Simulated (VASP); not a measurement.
Write the native input for VASP 6.6.1 that does the following.

```yaml
Task: relaxation of shape and atoms at fixed volume
Functional: PBE
Dispersion: D3(BJ)
Potentials_or_basis: VASP PAW PBE potentials, release 64 (Pt, Se)
Cutoff: 600 eV
k_mesh: 15 × 15 × 10
Occupations: gaussian, width 0.1 eV
Spin: no spin polarisation
Dipole_correction: no
Further_INCAR_settings: ALGO = Normal; EDIFF = 1e-06; IBRION = 2; EDIFFG = -0.01; NSW = 50; ISIF = 4
```

The structure of PtSe2 (Sudovikovite) lies in POSCAR:

```
PtSe2
1.0
    3.8305983692      0.0000000000      0.0000000000
   -1.9152991846      3.3173954994      0.0000000000
    0.0000000000      0.0000000000      5.1430730312
Pt Se
1 2
Direct
    0.0000000000      0.0000000000      0.0000000000
    0.3333333333      0.6666666667      0.2534252180
    0.6666666667      0.3333333333      0.7465747820
```

This cell differs from its parent crystal: volume scaled by 1.10.

The input as run:

INCAR

```
PREC = Accurate
ENCUT = 600
EDIFF = 1E-6
ISMEAR = 0
SIGMA = 0.1
LREAL = False
LASPH = True
NELM = 100
ALGO = Normal
ISIF = 4
LWAVE = False
LCHARG = False
GGA = PE
IVDW = 12
IBRION = 2
NSW = 50
EDIFFG = -0.01
```

KPOINTS

```
Automatic mesh
0
Gamma
  15 15 10
```

Potentials or basis: VASP PAW PBE potentials, release 64 (Pt, Se).

Run with:

```console
$ cat potpaw_PBE.64/Pt/POTCAR potpaw_PBE.64/Se/POTCAR > POTCAR
$ mpirun -np 1 vasp_std > vasp.out
```

It gave:

```
Energy gained by relaxing  : 8.7 meV/atom
Ionic steps                : 6
Pressure after relaxing    : -2.7 GPa
Band gap on the k mesh     : zero (band 11 reaches 5.83 eV, above the bottom of band 12 at 5.52 eV)
Dispersion energy per atom : -0.442 eV
```

Caveat: spin-orbit coupling is left out, which moves the levels of the heavy elements; pairwise dispersion overbinds metals, which lowers pressure and volume.

Wall time 4.8 min on 1 thread of Intel(R) Xeon(R) 6975P-C (Granite Rapids) (shared host), peak memory 0.47 GiB.
